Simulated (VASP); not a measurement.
# Si (C2/c) in VASP: further runs

Runs on Si. Level: LDA. Tasks: single point.

All numbers are computed with VASP 6.6.1; they aren't measurements. Logs are shortened: lines on timing, memory, paths and dates and some standing lists are left out, and cuts for length are marked.

### 1 The cell of the first run

The structure is monoclinic, space group C2/c (No. 15). The conventional cell has a = 5.402 Å, b = 5.546 Å, c = 3.871 Å, α = 90.00°, β = 134.25°, γ = 90.00°. Si (site symmetry 2) has 4 Si at 2.37 to 2.40 Å within 3.1 Å.

### 2 Single point, LDA (atoms displaced along a vibrational mode, the cell strained)

INCAR reads:

```
SYSTEM = Si
ALGO = Normal
EDIFF = 1E-6
ENCUT = 520
GGA = CA
ISIF = 2
ISMEAR = 0
LASPH = .TRUE.
LCHARG = .FALSE.
LREAL = .FALSE.
LWAVE = .FALSE.
NBANDS = 11
NELM = 100
PREC = Accurate
SIGMA = 0.05
```

KPOINTS reads:

```
k-points
0
G
  12 12 12
  0 0 0
```

POSCAR reads:

```
Si
1.0
    0.0000000000      2.7730895811      2.7009735863
    2.7730895811      0.0000000000      2.7009735863
    2.7730895811      2.7730895811      0.0000000000
Si
2
Direct
    0.5022214212      0.4977785788      0.4977785788
    0.7477785788      0.7522214212      0.7522214212
```

Potentials or basis: VASP PAW LDA potentials, release 64 (Si).

Run with:

```console
$ cat potpaw_LDA.64/Si/POTCAR > POTCAR
$ mpirun -np 1 vasp_std > vasp.out
```

OUTCAR:

```text
SYSTEM = Si
   EDIFF = 1E-6
   ENCUT = 520
   GGA = CA
   ISIF = 2
   ISMEAR = 0
   LASPH = .TRUE.
   LREAL = .FALSE.
   NELM = 100
   PREC = Accurate

 ion  position               nearest neighbor table
   1  0.502  0.498  0.498-   2 2.37   2 2.37   2 2.40   2 2.40
   2  0.748  0.752  0.752-   1 2.37   1 2.37   1 2.40   1 2.40

  LATTYP: Found a body centered tetragonal cell.
 ALAT       =     3.9217408953
 C/A-ratio  =     1.3774360206

  Lattice vectors:

 A1 = (   0.0000000000,  -2.7730895811,  -2.7009735863)
 A2 = (   0.0000000000,   2.7730895811,  -2.7009735863)
 A3 = (   2.7730895811,   0.0000000000,   2.7009735863)

Analysis of symmetry for initial positions (statically):
=====================================================================
 Subroutine PRICEL returns:
 Original cell was already a primitive cell.

 Routine SETGRP: Setting up the symmetry group for a
 body centered tetragonal supercell.

 Subroutine GETGRP returns: Found  4 space group operations
 (whereof  2 operations were pure point group operations)
 out of a pool of 16 trial point group operations.

The static configuration has the point symmetry C_2 .
 The point group associated with its full space group is C_2h.

Analysis of symmetry for dynamics (positions and initial velocities):
=====================================================================
 Subroutine PRICEL returns:
 Original cell was already a primitive cell.

 Routine SETGRP: Setting up the symmetry group for a
 body centered tetragonal supercell.

 Subroutine GETGRP returns: Found  4 space group operations
 (whereof  2 operations were pure point group operations)
 out of a pool of 16 trial point group operations.

The dynamic configuration has the point symmetry C_2 .
 The point group associated with its full space group is C_2h.

 Subroutine INISYM returns: Found  4 space group operations
 (whereof  2 operations are pure point group operations),
 and found     1 'primitive' translations

----------------------------------------------------------------------------------------

                                     Primitive cell

  volume of cell :      41.5411

  direct lattice vectors                    reciprocal lattice vectors
     0.000000000  2.773089581  2.700973586    -0.180304309  0.180304309  0.185118434
     2.773089581  0.000000000  2.700973586     0.180304309 -0.180304309  0.185118434
     2.773089581  2.773089581  0.000000000     0.180304309  0.180304309 -0.185118434

  length of vectors
     3.871083070  3.871083070  3.921740895     0.315100178  0.315100178  0.315100178

  position of ions in fractional coordinates (direct lattice)
     0.502221421  0.497778579  0.497778579
     0.747778579  0.752221421  0.752221421

  ion indices of the primitive-cell ions
   primitive index   ion index
                 1           1
                 2           2

----------------------------------------------------------------------------------------

 KPOINTS: k-points

Automatic generation of k-mesh.
 Grid dimensions read from file:
 generate k-points for:   12   12   12

 Generating k-lattice:

  Cartesian coordinates                     Fractional coordinates (reciprocal lattice)
    -0.015025359  0.015025359  0.015426536     0.083333333  0.000000000  0.000000000
     0.015025359 -0.015025359  0.015426536     0.000000000  0.083333333  0.000000000
     0.015025359  0.015025359 -0.015426536    -0.000000000 -0.000000000  0.083333333

  Length of vectors
     0.026258348  0.026258348  0.026258348

  Shift w.r.t. Gamma in fractional coordinates (k-lattice)
     0.000000000  0.000000000  0.000000000

 Subroutine IBZKPT returns following result:
 ===========================================

 Found    476 irreducible k-points:

 Following reciprocal coordinates:
            Coordinates               Weight
  0.000000  0.000000  0.000000      1.000000
  0.083333  0.000000  0.000000      4.000000
  0.000000  0.000000 -0.083333      4.000000
  0.166667  0.000000  0.000000      4.000000
  0.000000  0.000000 -0.166667      4.000000
  0.250000  0.000000  0.000000      4.000000
[... 16 lines left out ...]
  0.500000  0.083333  0.000000      4.000000
  0.083333  0.083333 -0.416667      4.000000
 [... further k-points ...]
   k-points           NKPTS =    476   k-points in BZ     NKDIM =    476   number of bands    NBANDS=     11
   number of dos      NEDOS =    301   number of ions     NIONS =      2
   total plane-waves  NPLWV =  27000
   dimension x,y,z NGX =    30 NGY =   30 NGZ =   30
   dimension x,y,z NGXF=    60 NGYF=   60 NGZF=   60
   ions per type =               2
   NGX,Y,Z   is equivalent  to a cutoff of  12.88, 12.88, 12.72 a.u.
   NGXF,Y,Z  is equivalent  to a cutoff of  25.77, 25.77, 25.43 a.u.
 SYSTEM =  Si
   PREC   = accura    normal or accurate (medium, high low for compatibility)
   ISTART =      0    job   : 0-new  1-cont  2-samecut
   ICHARG =      2    charge: 1-file 2-atom 10-const
   ISPIN  =      1    spin polarized calculation?
   LNONCOLLINEAR =      F non collinear calculations
   LSORBIT =      F    spin-orbit coupling
   LASPH  =      T    aspherical Exc in radial PAW
   ENCUT  =  520.0 eV  38.22 Ry    6.18 a.u.   7.20  7.20  7.29*2*pi/ulx,y,z
   NELM   =    100;   NELMIN=  2; NELMDL= -5     # of ELM steps
   EDIFF  = 0.1E-05   stopping-criterion for ELM
   LREAL  =      F    real-space projection
   EDIFFG = 0.1E-04   stopping-criterion for IOM
   NSW    =      0    number of steps for IOM
   IBRION =     -1    ionic relax: 0-MD 1-quasi-New 2-CG
   NFREE  =      0    steps in history (QN), initial steepest desc. (CG)
   ISIF   =      2    stress and relaxation
   ISYM   =      2    0-nonsym 1-usesym 2-fastsym
   POTIM  = 0.5000    time-step for ionic-motion
   TEBEG  =    0.0;   TEEND  =   0.0 temperature during run
   PSTRESS=    0.0 pullay stress
   NELECT =       8.0000    total number of electrons
   NUPDOWN=      -1.0000    fix difference up-down
   EMIN   =  10.00;   EMAX   =-10.00  energy-range for DOS
   EFERMI =   0.00;   METHOD = LEGACY
   ISMEAR =     0;   SIGMA  =   0.05  broadening in eV -4-tet -1-fermi 0-gaus
   EFERMI_NEDOS =   21; number of points for ismear=-14 and -15
   IALGO  =     38    algorithm
   IMIX   =      4    mixing-type and parameters
     AMIX     =   0.40;   BMIX     =  1.00
     AMIX_MAG =   1.60;   BMIX_MAG =  1.00
  volume/ion in A,a.u.               =      20.77       140.17
  Fermi-wavevector in a.u.,A,eV,Ry     =   0.945392  1.786533 12.160436  0.893767
  Thomas-Fermi vector in A             =   2.073290
   LORBIT       =      0    0 simple, 1 ext, 2 COOP (PROOUT), +10 PAW based schemes
   GGA     = CA    functional components
   LHFCALC =     F    Hartree Fock is set to
   AEXX    =    0.0000 exact exchange contribution
   IVDW    =     0    specifies the selected vdW correction
   LEPSILON=     F    determine dielectric tensor
   LRPA    =     F    only Hartree local field effects (RPA)
 non-spin polarized calculation
 Gauss-broadening in eV      SIGMA  =   0.05
  energy-cutoff  :      520.00
  volume of cell :       41.54
 maximum number of plane-waves:      1134
 NGX is ok and might be reduce to    30
   NGX = 15   NGY = 15   NGZ = 15

 number of electron       8.0000000 magnetization

 Free energy of the ion-electron system (eV)
  ---------------------------------------------------
  ext. energy  EPLUGINS =         0.00000000
  ---------------------------------------------------
  free energy    TOTEN  =       -11.87945809 eV

  energy without entropy =      -11.87945725  energy(sigma->0) =      -11.87945767

 E-fermi :   5.6734     XC(G=0):  -9.4689

 val. band max:        5.5774102146   @ k =   0.0000   0.0000   0.0000
 cond. band min:       5.7772486379   @ k =   0.4167   0.4167   0.0000
 fundamental gap:      0.1998384233
 Fermi energy:         5.6734045975

 k-point     1 :       0.0000    0.0000    0.0000
  band No.  band energies     occupation
      1      -6.3092      2.00000
      2       5.2856      2.00000
      3       5.3452      2.00000
      4       5.5774      1.99338
      5       7.8101      0.00000
      6       7.9421      0.00000
      7       7.9815      0.00000
      8       8.1868      0.00000
      9      12.8800      0.00000
     10      12.9244      0.00000
     11      13.3312      0.00000

 k-point     2 :       0.0833    0.0000    0.0000
  band No.  band energies     occupation
      1      -6.2214      2.00000
      2       4.5734      2.00000
      3       5.1614      2.00000
      4       5.3129      2.00000
      5       7.7970      0.00000
      6       8.1013      0.00000
      7       8.1734      0.00000
      8       8.9742      0.00000
      9      12.6368      0.00000
     10      13.0361      0.00000
     11      13.3112      0.00000

 k-point     3 :       0.0000    0.0000   -0.0833
  band No.  band energies     occupation
      1      -6.2207      2.00000
      2       4.4683      2.00000
      3       5.1811      2.00000
      4       5.4179      2.00000
      5       7.8663      0.00000
      6       8.0451      0.00000
      7       8.1651      0.00000
      8       8.9565      0.00000
      9      12.6217      0.00000
     10      13.0203      0.00000
     11      13.3116      0.00000

 k-point     4 :       0.1667    0.0000    0.0000
  band No.  band energies     occupation
      1      -5.9608      2.00000
      2       3.0720      2.00000
      3       4.8693      2.00000
      4       5.0168      2.00000
      5       7.4976      0.00000
      6       8.4906      0.00000
      7       8.5858      0.00000
      8      10.4279      0.00000
      9      12.3433      0.00000
     10      12.6158      0.00000
     11      14.0882      0.00000

 k-point     5 :       0.0000    0.0000   -0.1667
  band No.  band energies     occupation
      1      -5.9577      2.00000
      2       2.9842      2.00000
      3       4.8699      2.00000
      4       5.1156      2.00000
      5       7.5527      0.00000
      6       8.4823      0.00000
      7       8.5958      0.00000
      8      10.3930      0.00000
      9      12.2921      0.00000
     10      12.5821      0.00000
     11      14.0801      0.00000
[... 211 lines left out ...]
 k-point    21 :       0.4167    0.0833    0.0000
  band No.  band energies     occupation
      1      -4.4966      2.00000
      2      -0.5460      2.00000
      3       3.8762      2.00000
      4       3.9777      2.00000
      5       7.2218      0.00000
      6       8.7591      0.00000
      7       9.0969      0.00000
      8      12.0664      0.00000
      9      13.8463      0.00000
     10      15.1176      0.00000
     11      15.5972      0.00000

 k-point    22 :       0.0833    0.0833   -0.3333
  band No.  band energies     occupation
      1      -4.4653      2.00000
      2      -0.6475      2.00000
      3       3.8972      2.00000
      4       4.0255      2.00000
      5       7.2603      0.00000
      6       8.7343      0.00000
      7       9.2038      0.00000
      8      12.0712      0.00000
      9      13.8375      0.00000
     10      15.0076      0.00000
     11      15.5161      0.00000

 k-point    23 :       0.5000    0.0833    0.0000
  band No.  band energies     occupation
      1      -4.0452      2.00000
      2      -1.2684      2.00000
      3       3.7157      2.00000
      4       3.9746      2.00000
      5       7.1371      0.00000
      6       8.7462      0.00000
      7       8.9223      0.00000
      8      12.9753      0.00000
      9      14.1029      0.00000
     10      15.9269      0.00000
     11      16.5912      0.00000

 k-point    24 :       0.0833    0.0833   -0.4167
  band No.  band energies     occupation
      1      -3.9914      2.00000
      2      -1.3880      2.00000
      3       3.7948      2.00000
      4       3.9531      2.00000
      5       7.1702      0.00000
      6       8.7397      0.00000
      7       9.0223      0.00000
      8      13.0138      0.00000
      9      14.0349      0.00000
     10      15.8335      0.00000
     11      16.5417      0.00000

 [... further k-points ...]

------------------------ aborting loop because EDIFF is reached ----------------------------------------

  FORCE on cell =-STRESS in cart. coord.  units (eV):
  Direction    XX          YY          ZZ          XY          YZ          ZX
  --------------------------------------------------------------------------------------
  -------------------------------------------------------------------------------------
  Total       -1.3835351     -1.3752402     -0.7485394      0.0000000     -0.1887422      0.0000000
  in kB      -53.3608360    -53.0409151    -28.8700206      0.0000000     -7.2794978      0.0000000
  external PRESSURE =     -45.0905906 kB  Pullay stress =       0.0000000 kB

 VOLUME and BASIS-vectors are now :
 -----------------------------------------------------------------------------
  energy-cutoff  :      520.00
  volume of cell :       41.54
      direct lattice vectors                 reciprocal lattice vectors
     0.000000000  2.773089581  2.700973586    -0.180304309  0.180304309  0.185118434
     2.773089581  0.000000000  2.700973586     0.180304309 -0.180304309  0.185118434
     2.773089581  2.773089581  0.000000000     0.180304309  0.180304309 -0.185118434

 POSITION                                       TOTAL-FORCE (eV/Angst)
 -----------------------------------------------------------------------------------
      2.76077      2.77309      2.70097         0.301241     -0.000000      0.000000
      4.17195      4.15963      4.05146        -0.301241      0.000000     -0.000000
 -----------------------------------------------------------------------------------
    total drift:                               -0.000000      0.000000      0.000000

  FREE ENERGIE OF THE ION-ELECTRON SYSTEM (eV)
  ---------------------------------------------------
  free  energy   TOTEN  =       -11.8794580943 eV

  energy  without entropy=      -11.8794572479  energy(sigma->0) =      -11.87945767
```

Wall time 2.8 min (1 thread of Intel Xeon Platinum 8259CL at 2.50GHz (Skylake/Cascade Lake), shared host); peak memory 0.27 GiB.

Results:

```yaml
Free_energy: -11.8795 eV
Pressure: -4.5 GPa
Largest_force: 0.301 eV/Å
Band_gap_on_the_k_mesh: 0.20 eV (least direct gap 2.23 eV)
```

Forces in eV/Å, atoms in the order of the input:
```
Si   0.301  0.000  0.000
Si  -0.301  0.000  0.000
```

Stress tensor (GPa, compression positive):
```
-5.34  0.00  0.00
 0.00 -5.30 -0.73
 0.00 -0.73 -2.89
```

Levels at points of the mesh, in eV from the valence-band top:
```csv
k point,band 1,band 2,band 3,band 4,band 5,band 6,band 7,band 8
"(0.00, 0.00, 0.00)",-11.89,-0.29,-0.23,0.00,2.23,2.36,2.40,2.61
"(0.50, 0.00, 0.00)",-9.67,-6.94,-1.45,-1.25,1.08,2.96,3.28,7.27
"(0.00, 0.00, 0.50)",-9.61,-7.06,-1.48,-1.17,1.12,3.07,3.26,7.31
"(0.50, 0.50, 0.00)",-7.78,-7.78,-3.06,-3.06,0.36,0.36,9.47,9.47
"(0.50, 0.00, 0.50)",-7.92,-7.92,-2.87,-2.87,0.56,0.56,9.42,9.42
"(0.00, 0.50, 0.50)",-8.00,-7.85,-2.91,-2.83,0.50,0.62,9.39,9.43
```

Caveat: the cell differs from its parent crystal (atoms displaced along a vibrational mode, the cell strained); the cell stands under tension. A k mesh can miss the band edges.

### 3 Single point, LDA (atoms displaced along a vibrational mode, the cell strained)

INCAR, as its differences from that of step 2:

```diff
@@ -4,3 +4,2 @@
 ENCUT = 520
-GGA = CA
 ISIF = 2
@@ -12,3 +11,3 @@
 NBANDS = 11
-NELM = 100
+NELM = 80
 PREC = Accurate
```

KPOINTS is that of step 2.

POSCAR reads:

```
Si
1.0
    0.0000000000      2.7730895811      2.7009735863
    2.7730895811      0.0000000000      2.7009735863
    2.7730895811      2.7730895811      0.0000000000
Si
2
Direct
    0.5044428424      0.4955571576      0.4955571576
    0.7455571576      0.7544428424      0.7544428424
```

Potentials or basis: VASP PAW LDA potentials, release 64 (Si).

Run with:

```console
$ cat potpaw_LDA.64/Si/POTCAR > POTCAR
$ mpirun -np 1 vasp_std > vasp.out
```

Run time: 2.8 min. Hardware: 1 thread of Intel Xeon Platinum 8259CL at 2.50GHz (Skylake/Cascade Lake), shared host; peak memory 0.27 GiB.

It converged, with:

```
Free energy            : -11.8683 eV
Pressure               : -4.5 GPa
Largest force          : 0.601 eV/Å
Band gap on the k mesh : 0.09 eV (least direct gap 2.07 eV)
```

Forces on the atoms (eV/Å):
```
Si   0.601  0.000  0.000
Si  -0.601  0.000  0.000
```

Stress tensor (GPa, compression positive):
```
-5.34  0.00  0.00
 0.00 -5.21 -1.46
 0.00 -1.46 -2.81
```

Levels at points of the mesh, in eV from the valence-band top:
```
           k point  band 2  band 3  band 4  band 5  band 6  band 7
(0.00, 0.00, 0.00)   -0.50   -0.33    0.00    2.07    2.25    2.36
(0.50, 0.00, 0.00)   -6.98   -1.59   -1.35    0.96    2.77    3.21
(0.00, 0.00, 0.50)   -7.22   -1.62   -1.21    1.03    2.95    3.21
(0.50, 0.50, 0.00)   -7.88   -3.16   -3.16    0.25    0.25    9.37
(0.50, 0.00, 0.50)   -8.03   -2.97   -2.97    0.46    0.46    9.32
(0.00, 0.50, 0.50)   -7.87   -3.06   -2.89    0.34    0.58    9.27
```

Caveat: the cell differs from its parent crystal (atoms displaced along a vibrational mode, the cell strained); the cell stands under tension. A k mesh can miss the band edges.
